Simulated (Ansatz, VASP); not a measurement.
# C in VASP and in Ansatz

```
C
1.0
     0.00000    1.78337    1.78337
     1.78337    0.00000    1.78337
     1.78337    1.78337    0.00000
C
2
Direct
  0.75000 0.75000 0.75000
  0.50000 0.50000 0.50000
```

Alike in both runs: functional PBE; k mesh 7 × 7 × 7; occupations fermi-dirac, width 0.05 eV; no spin polarisation.

|  | VASP | Ansatz |
| --- | --- | --- |
| version | VASP 6.6.1 | Ansatz 0.2.0 |
| potentials or method | VASP PAW PBE potentials, release 64 (C) | Ansatz PAW |
| plane-wave cutoff (eV) | 520 | 420 |
| valence electrons in the cell | 8 | 8 |
| task | single point | projected density of states |

|  | VASP | Ansatz | Ansatz less VASP |
| --- | --- | --- | --- |
| gap on the k mesh at the Fermi level (eV) | 4.26 | 4.27 | +0.009 |
| least direct gap on the mesh (eV) | 5.59 | 5.59 | +0.004 |
| pressure (GPa) | 2.5 | 1.8 | -0.68 |

The k mesh is coarse, so the values compare programs but aren't converged. Noted on Ansatz's run: Pulay correction over one GPa; odd divisions of the mesh miss points on the zone boundary, where band edges often lie, so the gap on the mesh can be too wide.
